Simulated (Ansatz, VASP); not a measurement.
## Ag in VASP and in Ansatz

```
Ag
1.0
     0.00000    2.20655    2.04310
     2.20655    0.00000    2.04310
     2.20655    2.20655    0.00000
Ag
1
Direct
  0.00000 0.00000 0.00000
```

Change from the starting cell: strain +0.080 along x and y, +0.000 along z, atoms carried along.

Alike in both runs: task single point; functional PBEsol; k mesh 20 × 20 × 20; occupations gaussian, width 0.15 eV; no spin polarisation.

```csv
,VASP,Ansatz
version,VASP 6.6.1,Ansatz 0.2.0
potentials or method,"VASP PAW PBE potentials, release 64 (Ag), cutoff 520 eV","scalar-relativistic, plane waves, PAW"
valence electrons in the cell,11,19
```

VASP gave:

| Item | Value |
| --- | --- |
| gap on the k mesh at the Fermi level (eV) | none |
| pressure (GPa) | -12.6 |
| traceless stress, the component that is largest in VASP (GPa) | 0.81 |

What did Ansatz give for the same quantities?

gap on the k mesh at the Fermi level (eV): none; pressure (GPa): -12.6; traceless stress, the component that is largest in VASP (GPa): 0.82.

VASP's potentials were made for PBE, not for PBEsol. A gap of «none» marks a metal or a gap that the smearing closes. VASP's potentials hold 11 valence electrons a cell and Ansatz's 19, so a difference there can come from the potentials and not from the codes.
